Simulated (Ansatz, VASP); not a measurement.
One calculation of Al3GaN4, two programs

```
Al Ga N
1.0
     5.04341    0.00000    0.00000
     0.00000    3.13007    0.00000
    -0.00311    0.00000    5.41799
Al Ga N
3 1 4
Direct
  0.50023 0.50000 0.16733
  0.00092 0.50000 0.83481
  0.00109 0.00000 0.33169
  0.49942 0.00000 0.66620
  0.11117 0.00000 0.66633
  0.12245 0.50000 0.16716
  0.62512 0.50000 0.84019
  0.62319 0.00000 0.32629
```

Alike in both runs: task single point; functional PBEsol; k mesh 6 × 8 × 4; occupations gaussian, width 0.02 eV; no spin polarisation.

|  | VASP | Ansatz |
| --- | --- | --- |
| version | VASP 6.6.1 | Ansatz 0.2.0 |
| potentials or method | VASP PAW PBE potentials, release 64 (Al, Ga_d, N), cutoff 520 eV | scalar-relativistic, plane waves, PAW |
| valence electrons in the cell | 42 | 42 |

|  | VASP | Ansatz | Ansatz less VASP |
| --- | --- | --- | --- |
| gap on the k mesh at the Fermi level (eV) | 3.50 | 3.48 | -0.017 |
| least direct gap on the mesh (eV) | 3.50 | 3.48 | -0.017 |
| pressure (GPa) | -0.1 | 0.0 | +0.08 |
| rms of the force components (eV/Å) | 0.004 | 0.001 | -0.0029 |

VASP's potentials were made for PBE, not for PBEsol. Atom by atom the forces differ by 0.004 eV/Å (rms over components).
